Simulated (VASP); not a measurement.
# RbBr (Pm-3m) in VASP: a series of runs

The runs below take RbBr through relaxation of cell and atoms, with PBE, PBEsol.

Everything below comes from runs of VASP 6.6.1. Logs are shortened: lines on timing, memory, paths and dates and some standing lists are left out, and cuts for length are marked.

## 1. The cell of the first run

The structure is cubic, space group Pm-3m (No. 221). The conventional cell has a = 4.185 Å, b = 4.185 Å, c = 4.185 Å, α = 90.00°, β = 90.00°, γ = 90.00°. Rb (site symmetry m-3m) has 8 Br at 3.62 Å and 6 Rb at 4.19 Å within 4.8 Å. Br (site symmetry m-3m) has 8 Rb at 3.62 Å and 6 Br at 4.19 Å within 4.8 Å.

## 2. Relaxation of cell and atoms, PBE

The input, INCAR:

```
PREC     = Accurate       # precision mode
ENCUT    = 600            # plane-wave cutoff, eV
EDIFF    = 1E-7           # SCF threshold, eV
ISMEAR   = -1             # smearing method
SIGMA    = 0.02           # smearing width, eV
LREAL    = F              # projectors in reciprocal space
LASPH    = T              # aspherical terms in the spheres
NELM     = 100            # most SCF steps
ALGO     = Normal         # electronic algorithm
ISIF     = 3              # what is computed and relaxed
LWAVE    = F              # write WAVECAR
LCHARG   = F              # write CHGCAR
GGA      = PE             # functional
IBRION   = 2              # ionic algorithm
NSW      = 80             # ionic steps
EDIFFG   = -0.005         # ionic threshold
```

The input, KPOINTS:

```
regular mesh
0
Gamma
  6 6 6
```

The input, POSCAR:

```
RbBr
1.0
    4.1850527527      0.0000000000      0.0000000000
    0.0000000000      4.1850527527      0.0000000000
    0.0000000000      0.0000000000      4.1850527527
Rb Br
1 1
Direct
    0.0000000000      0.0000000000      0.0000000000
    0.5000000000      0.5000000000      0.5000000000
```

Potentials or basis: VASP PAW PBE potentials, release 64 (Rb_sv, Br).

The run is started by

```sh
cat potpaw_PBE.64/Rb_sv/POTCAR potpaw_PBE.64/Br/POTCAR > POTCAR
mpirun -np 1 vasp_std > vasp.out
```

OUTCAR:

```text
PREC = Accurate
   ENCUT = 600
   EDIFF = 1E-7
   ISMEAR = -1
   LREAL = F
   LASPH = T
   NELM = 100
   ISIF = 3
   GGA = PE
   IBRION = 2
   NSW = 80
   EDIFFG = -0.005

 ion  position               nearest neighbor table
   1  0.000  0.000  0.000-   2 3.62   2 3.62   2 3.62   2 3.62   2 3.62   2 3.62   2 3.62   2 3.62

   2  0.500  0.500  0.500-   1 3.62   1 3.62   1 3.62   1 3.62   1 3.62   1 3.62   1 3.62   1 3.62

  LATTYP: Found a simple cubic cell.
 ALAT       =     4.1850527527

  Lattice vectors:

 A1 = (   4.1850527527,   0.0000000000,   0.0000000000)
 A2 = (   0.0000000000,   4.1850527527,   0.0000000000)
 A3 = (   0.0000000000,   0.0000000000,   4.1850527527)

Analysis of symmetry for initial positions (statically):
=====================================================================
 Subroutine PRICEL returns:
 Original cell was already a primitive cell.

 Routine SETGRP: Setting up the symmetry group for a
 simple cubic supercell.

 Subroutine GETGRP returns: Found 48 space group operations
 (whereof 48 operations were pure point group operations)
 out of a pool of 48 trial point group operations.

The static configuration has the point symmetry O_h .

Analysis of symmetry for dynamics (positions and initial velocities):
=====================================================================
 Subroutine PRICEL returns:
 Original cell was already a primitive cell.

 Routine SETGRP: Setting up the symmetry group for a
 simple cubic supercell.

 Subroutine GETGRP returns: Found 48 space group operations
 (whereof 48 operations were pure point group operations)
 out of a pool of 48 trial point group operations.

The dynamic configuration has the point symmetry O_h .

 Subroutine INISYM returns: Found 48 space group operations
 (whereof 48 operations are pure point group operations),
 and found     1 'primitive' translations

----------------------------------------------------------------------------------------

                                     Primitive cell

  volume of cell :      73.2998

  direct lattice vectors                    reciprocal lattice vectors
     4.185052753  0.000000000  0.000000000     0.238945614  0.000000000  0.000000000
     0.000000000  4.185052753  0.000000000     0.000000000  0.238945614  0.000000000
     0.000000000  0.000000000  4.185052753     0.000000000  0.000000000  0.238945614

  length of vectors
     4.185052753  4.185052753  4.185052753     0.238945614  0.238945614  0.238945614

  position of ions in fractional coordinates (direct lattice)
     0.000000000  0.000000000  0.000000000
     0.500000000  0.500000000  0.500000000

  ion indices of the primitive-cell ions
   primitive index   ion index
                 1           1
                 2           2

----------------------------------------------------------------------------------------

 KPOINTS: regular mesh

Automatic generation of k-mesh.
 Grid dimensions read from file:
 generate k-points for:    6    6    6

 Generating k-lattice:

  Cartesian coordinates                     Fractional coordinates (reciprocal lattice)
     0.039824269  0.000000000  0.000000000     0.166666667  0.000000000  0.000000000
     0.000000000  0.039824269  0.000000000     0.000000000  0.166666667  0.000000000
     0.000000000  0.000000000  0.039824269     0.000000000  0.000000000  0.166666667

  Length of vectors
     0.039824269  0.039824269  0.039824269

  Shift w.r.t. Gamma in fractional coordinates (k-lattice)
     0.000000000  0.000000000  0.000000000

 Subroutine IBZKPT returns following result:
 ===========================================

 Found     20 irreducible k-points:

 Following reciprocal coordinates:
            Coordinates               Weight
  0.000000  0.000000  0.000000      1.000000
  0.166667  0.000000  0.000000      6.000000
  0.333333  0.000000  0.000000      6.000000
  0.500000  0.000000  0.000000      3.000000
  0.166667  0.166667  0.000000     12.000000
  0.333333  0.166667  0.000000     24.000000
[... 12 lines left out ...]
  0.500000  0.500000  0.333333      6.000000
  0.500000  0.500000  0.500000      1.000000
   k-points           NKPTS =     20   k-points in BZ     NKDIM =     20   number of bands    NBANDS=     12
   number of dos      NEDOS =    301   number of ions     NIONS =      2
   total plane-waves  NPLWV =  46656
   dimension x,y,z NGX =    36 NGY =   36 NGZ =   36
   dimension x,y,z NGXF=    72 NGYF=   72 NGZF=   72
   ions per type =               1   1
   NGX,Y,Z   is equivalent  to a cutoff of  14.30, 14.30, 14.30 a.u.
   NGXF,Y,Z  is equivalent  to a cutoff of  28.60, 28.60, 28.60 a.u.
 SYSTEM =  unknown system
   PREC   = accura    normal or accurate (medium, high low for compatibility)
   ISTART =      0    job   : 0-new  1-cont  2-samecut
   ICHARG =      2    charge: 1-file 2-atom 10-const
   ISPIN  =      1    spin polarized calculation?
   LNONCOLLINEAR =      F non collinear calculations
   LSORBIT =      F    spin-orbit coupling
   LASPH  =      T    aspherical Exc in radial PAW
   ENCUT  =  600.0 eV  44.10 Ry    6.64 a.u.   8.36  8.36  8.36*2*pi/ulx,y,z
   NELM   =    100;   NELMIN=  2; NELMDL= -5     # of ELM steps
   EDIFF  = 0.1E-06   stopping-criterion for ELM
   LREAL  =      F    real-space projection
   EDIFFG = -.5E-02   stopping-criterion for IOM
   NSW    =     80    number of steps for IOM
   IBRION =      2    ionic relax: 0-MD 1-quasi-New 2-CG
   NFREE  =      1    steps in history (QN), initial steepest desc. (CG)
   ISIF   =      3    stress and relaxation
   ISYM   =      2    0-nonsym 1-usesym 2-fastsym
   POTIM  = 0.5000    time-step for ionic-motion
   TEBEG  =    0.0;   TEEND  =   0.0 temperature during run
   PSTRESS=    0.0 pullay stress
   NELECT =      16.0000    total number of electrons
   NUPDOWN=      -1.0000    fix difference up-down
   EMIN   =  10.00;   EMAX   =-10.00  energy-range for DOS
   EFERMI =   0.00;   METHOD = LEGACY
   ISMEAR =    -1;   SIGMA  =   0.02  broadening in eV -4-tet -1-fermi 0-gaus
   EFERMI_NEDOS =   21; number of points for ismear=-14 and -15
   IALGO  =     38    algorithm
   IMIX   =      4    mixing-type and parameters
     AMIX     =   0.40;   BMIX     =  1.00
     AMIX_MAG =   1.60;   BMIX_MAG =  1.00
  volume/ion in A,a.u.               =      36.65       247.33
  Fermi-wavevector in a.u.,A,eV,Ry     =   0.985706  1.862713 13.219632  0.971616
  Thomas-Fermi vector in A             =   2.117032
   LORBIT       =      0    0 simple, 1 ext, 2 COOP (PROOUT), +10 PAW based schemes
   GGA     = PE    functional components
   LHFCALC =     F    Hartree Fock is set to
   AEXX    =    0.0000 exact exchange contribution
   IVDW    =     0    specifies the selected vdW correction
   LEPSILON=     F    determine dielectric tensor
   LRPA    =     F    only Hartree local field effects (RPA)
 conjugate gradient relaxation of ions
 non-spin polarized calculation
  energy-cutoff  :      600.00
  volume of cell :       73.30
 maximum number of plane-waves:      2469
 NGX is ok and might be reduce to    36
   NGX = 17   NGY = 17   NGZ = 17

--------------------------------------- Ionic step        1  -------------------------------------------

 number of electron      16.0000000 magnetization

 Free energy of the ion-electron system (eV)
  ---------------------------------------------------
  ext. energy  EPLUGINS =         0.00000000
  ---------------------------------------------------
  free energy    TOTEN  =        -6.00485253 eV

  energy without entropy =       -6.00485253  energy(sigma->0) =       -6.00485253

------------------------ aborting loop because EDIFF is reached ----------------------------------------

  FORCE on cell =-STRESS in cart. coord.  units (eV):
  Direction    XX          YY          ZZ          XY          YZ          ZX
  --------------------------------------------------------------------------------------
  -------------------------------------------------------------------------------------
  Total        0.0667231      0.0667231      0.0667231     -0.0000000     -0.0000000     -0.0000000
  in kB        1.4584237      1.4584237      1.4584237     -0.0000000     -0.0000000     -0.0000000
  external PRESSURE =       1.4584237 kB  Pullay stress =       0.0000000 kB

 VOLUME and BASIS-vectors are now :
 -----------------------------------------------------------------------------
  energy-cutoff  :      600.00
  volume of cell :       73.30
      direct lattice vectors                 reciprocal lattice vectors
     4.185052753  0.000000000  0.000000000     0.238945614  0.000000000  0.000000000
     0.000000000  4.185052753  0.000000000     0.000000000  0.238945614  0.000000000
     0.000000000  0.000000000  4.185052753     0.000000000  0.000000000  0.238945614
[... 73 lines left out ...]
 POSITION                                       TOTAL-FORCE (eV/Angst)
 -----------------------------------------------------------------------------------
      0.00000      0.00000      0.00000         0.000000      0.000000      0.000000
      2.10198      2.10198      2.10198        -0.000000     -0.000000      0.000000
 -----------------------------------------------------------------------------------
    total drift:                                0.000000      0.000000      0.000000

  FREE ENERGIE OF THE ION-ELECTRON SYSTEM (eV)
  ---------------------------------------------------
  free  energy   TOTEN  =        -6.0051591382 eV

  energy  without entropy=       -6.0051591382  energy(sigma->0) =       -6.00515914

--------------------------------------- Ionic step        4  -------------------------------------------

 number of electron      16.0000000 magnetization

 Free energy of the ion-electron system (eV)
  ---------------------------------------------------
  ext. energy  EPLUGINS =         0.00000000
  ---------------------------------------------------
  free energy    TOTEN  =        -6.00519374 eV

  energy without entropy =       -6.00519374  energy(sigma->0) =       -6.00519374

 E-fermi :  -0.4024     XC(G=0):  -7.7056

 val. band max:       -0.9088450199   @ k =   0.5000   0.5000   0.0000
 cond. band min:       3.0004778294   @ k =   0.0000   0.0000   0.0000
 fundamental gap:      3.9093228494
 Fermi energy:        -0.4024145948

 k-point     1 :       0.0000    0.0000    0.0000
  band No.  band energies     occupation
      1     -26.0952      2.00000
      2     -13.4428      2.00000
      3     -10.0866      2.00000
      4     -10.0866      2.00000
      5     -10.0866      2.00000
      6      -1.0594      2.00000
      7      -1.0594      2.00000
      8      -1.0594      2.00000
      9       3.0005      0.00000
     10       4.7238      0.00000
     11       4.7238      0.00000
     12       8.8714      0.00000

 k-point     2 :       0.1667    0.0000    0.0000
  band No.  band energies     occupation
      1     -26.0912      2.00000
      2     -13.4396      2.00000
      3     -10.1202      2.00000
      4     -10.0770      2.00000
      5     -10.0770      2.00000
      6      -1.5135      2.00000
      7      -1.0719      2.00000
      8      -1.0719      2.00000
      9       3.6218      0.00000
     10       4.9232      0.00000
     11       5.2650      0.00000
     12       8.7420      0.00000
[... 290 lines left out ...]
 POSITION                                       TOTAL-FORCE (eV/Angst)
 -----------------------------------------------------------------------------------
      0.00000      0.00000      0.00000         0.000000      0.000000      0.000000
      2.09976      2.09976      2.09976        -0.000000     -0.000000      0.000000
 -----------------------------------------------------------------------------------
    total drift:                                0.000000      0.000000      0.000000

  FREE ENERGIE OF THE ION-ELECTRON SYSTEM (eV)
  ---------------------------------------------------
  free  energy   TOTEN  =        -6.0051937384 eV

  energy  without entropy=       -6.0051937384  energy(sigma->0) =       -6.00519374

 reached required accuracy - stopping structural energy minimisation
```

It took 35 s on 1 thread of AMD EPYC 9R45 (Zen 5), shared host; peak memory 0.19 GiB.

Results:

```yaml
Free_energy: -6.0052 eV
Relaxed_volume: 37.03 Å³/atom
Relaxed_cell: a = 4.200 Å, b = 4.200 Å, c = 4.200 Å, α = 90.00°, β = 90.00°, γ = 90.00°
Space_group_after_relaxing_to_0.05_Å: Pm-3m (No. 221)
Energy_gained_by_relaxing: 0.2 meV/atom
Ionic_steps: 4
Pressure_after_relaxing: 0.0 GPa
Band_gap_on_the_k_mesh: 3.91 eV, indirect (least direct gap 4.06 eV)
```

The path:
```csv
step,energy change (eV),largest force (eV/Å),pressure (GPa),volume (Å³)
1,0.0000,0.0000,0.15,73.30
2,-0.0002,0.0000,0.08,73.65
3,-0.0003,0.0000,-0.05,74.30
4,-0.0003,0.0000,0.00,74.06
```

Final structure:
```cif
data_structure
_symmetry_space_group_name_H-M 'P 1'
_symmetry_Int_Tables_number 1
_cell_length_a 4.1995
_cell_length_b 4.1995
_cell_length_c 4.1995
_cell_angle_alpha 90.000
_cell_angle_beta 90.000
_cell_angle_gamma 90.000
_cell_volume 74.06
loop_
_atom_site_label
_atom_site_type_symbol
_atom_site_fract_x
_atom_site_fract_y
_atom_site_fract_z
_atom_site_occupancy
Rb1 Rb 0.00000 0.00000 0.00000 1
Br1 Br 0.50000 0.50000 0.50000 1
```

## 3. Relaxation of cell and atoms, PBEsol

This run uses another cell than the first one, of 36.95 Å³/atom, 1.008 times its volume.

The input, INCAR:

```
PREC = Accurate
ENCUT = 600
EDIFF = 1E-6
ISMEAR = -1
SIGMA = 0.02
LREAL = False
LASPH = True
NELM = 60
ALGO = Normal
ISIF = 3
LWAVE = False
LCHARG = False
GGA = PS
IBRION = 2
NSW = 80
EDIFFG = -0.005
```

KPOINTS is that of step 2.

The input, POSCAR:

```
RbBr
1.0
    4.1966225238      0.0000000000      0.0000000000
    0.0000000000      4.1966225238      0.0000000000
    0.0000000000      0.0000000000      4.1966225238
Rb Br
1 1
Direct
    0.0000000000      0.0000000000      0.0000000000
    0.5000000000      0.5000000000      0.5000000000
```

Potentials or basis: VASP PAW PBE potentials, release 64 (Rb_sv, Br).

The run is started by

```sh
cat potpaw_PBE.64/Rb_sv/POTCAR potpaw_PBE.64/Br/POTCAR > POTCAR
mpirun -np 1 vasp_std > vasp.out
```

Run time: 34 s. Hardware: 1 thread of AMD EPYC 9R45 (Zen 5), shared host; peak memory 0.19 GiB.

Results (log left out):

| Item | Value |
| --- | --- |
| Free energy | -6.3014 eV |
| Relaxed volume | 33.88 Å³/atom |
| Relaxed cell | a = 4.077 Å, b = 4.077 Å, c = 4.077 Å, α = 90.00°, β = 90.00°, γ = 90.00° |
| Space group after relaxing (to 0.05 Å) | Pm-3m (No. 221) |
| Energy gained by relaxing | 12.4 meV/atom |
| Ionic steps | 4 |
| Pressure after relaxing | 0.0 GPa |
| Band gap on the k mesh | 4.02 eV, indirect (least direct gap 4.18 eV) |

Step by step:
| step | energy change (eV) | largest force (eV/Å) | pressure (GPa) | volume (Å³) |
| --- | --- | --- | --- | --- |
| 1 | 0.0000 | 0.0000 | -1.18 | 73.91 |
| 2 | -0.0172 | 0.0000 | -0.72 | 71.03 |
| 3 | -0.0248 | 0.0000 | -0.04 | 67.92 |
| 4 | -0.0248 | 0.0000 | 0.00 | 67.75 |

Final structure:
```
CELL_PARAMETERS angstrom
4.07669 0.00000 0.00000
0.00000 4.07669 0.00000
0.00000 0.00000 4.07669
ATOMIC_POSITIONS crystal
Rb 0.00000 0.00000 0.00000
Br 0.50000 0.50000 0.50000
```

Levels at points of the mesh, in eV from the valence-band top:
| k point | band 5 | band 6 | band 7 | band 8 | band 9 | band 10 | band 11 | band 12 |
| --- | --- | --- | --- | --- | --- | --- | --- | --- |
| (0.00, 0.00, 0.00) | -8.97 | -0.16 | -0.16 | -0.16 | 4.02 | 5.41 | 5.41 | 10.00 |
| (0.50, 0.00, 0.00) | -8.91 | -1.86 | -0.25 | -0.25 | 6.79 | 7.10 | 7.73 | 8.57 |
| (0.50, 0.50, 0.00) | -8.87 | -1.11 | -1.11 | 0.00 | 5.19 | 6.12 | 7.91 | 7.91 |
| (0.50, 0.50, 0.50) | -9.22 | -1.46 | -1.46 | -1.46 | 8.22 | 8.22 | 8.22 | 9.47 |

Caveat: the PAW data sets were made with another functional, which shifts forces and pressure a little.
